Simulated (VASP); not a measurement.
Here is a VASP 6.6.1 calculation.

INCAR

```
PREC = Accurate
ENCUT = 520
EDIFF = 1E-7
ISMEAR = -1
SIGMA = 0.01
LREAL = F
LASPH = T
NELM = 60
ALGO = Normal
ISIF = 2
LWAVE = F
LCHARG = F
GGA = CA
NBANDS = 17
```

KPOINTS

```
Automatic mesh
0
Gamma
  7 7 7
```

Contents of POSCAR:

```
PbS
1.0
   -0.0593000000      2.9353500000      2.9353500000
    2.9353500000     -0.0593000000      2.9353500000
    2.9353500000      2.9353500000     -0.0593000000
Pb S
1 1
Direct
    0.0000000000      0.0000000000      0.0000000000
    0.5000000000      0.5000000000      0.5000000000
```

Potentials or basis: VASP PAW LDA potentials, release 64 (Pb_d, S).

The run is started by

```bash
$ cat potpaw_LDA.64/Pb_d/POTCAR potpaw_LDA.64/S/POTCAR > POTCAR
$ mpirun -np 1 vasp_std > vasp.out
```

Task: What does it give for the pressure?

Result: -2.6 GPa.

Task: Estimate the band gap on the k mesh.

Result: 0.69 eV, indirect (least direct gap 0.83 eV).

Stress tensor (GPa, compression positive):
```
-2.57  0.40  0.40
 0.40 -2.57  0.40
 0.40  0.40 -2.57
```

Caveat: the cell differs from its parent crystal (equal xy, yz and zx shear strains of -2 %); spin-orbit coupling is left out, which moves the levels of the heavy elements. A k mesh can miss the band edges.
